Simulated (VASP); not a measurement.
A run of VASP 6.6.1 is set up as follows.

Contents of INCAR:

```
SYSTEM = Bi
ALGO = Fast ; EDIFF = 1E-7
ENCUT = 520 ; GGA = PE
ISIF = 2 ; ISMEAR = 0
IVDW = 12 ; LASPH = .TRUE.
LCHARG = .TRUE. ; LELF = .TRUE.
LREAL = .FALSE. ; LVHAR = .TRUE.
LWAVE = .FALSE. ; NBANDS = 14
NELM = 60 ; PREC = Accurate
SIGMA = 0.15
```

Contents of KPOINTS:

```
k-points
0
G
  18 18 18
  0 0 0
```

POSCAR

```
Bi
1.0
   -1.9280941079      1.9280941079      2.0777142107
    1.9280941079     -1.9280941079      2.0777142107
    1.9280941079      1.9280941079     -2.0777142107
Bi
1
Direct
    0.0000000000      0.0000000000      0.0000000000
```

Potentials or basis: VASP PAW PBE potentials, release 64 (Bi_d).

Launch:

```bash
$ cat potpaw_PBE.64/Bi_d/POTCAR > POTCAR
$ mpirun -np 1 vasp_std > vasp.out
```

Problem. Predict the dispersion energy per atom.

Solution. -0.510 eV.

Problem. What does it give for the pressure?

Solution. -1.3 GPa.

Problem. Predict the band gap on the k mesh.

Solution. Zero (an odd number of electrons rules out a gap without spin polarisation).

Stress tensor (GPa, compression positive):
```
-1.05  0.00  0.00
 0.00 -1.05  0.00
 0.00  0.00 -1.90
```

Caveat: spin-orbit coupling is left out, which moves the levels of the heavy elements.
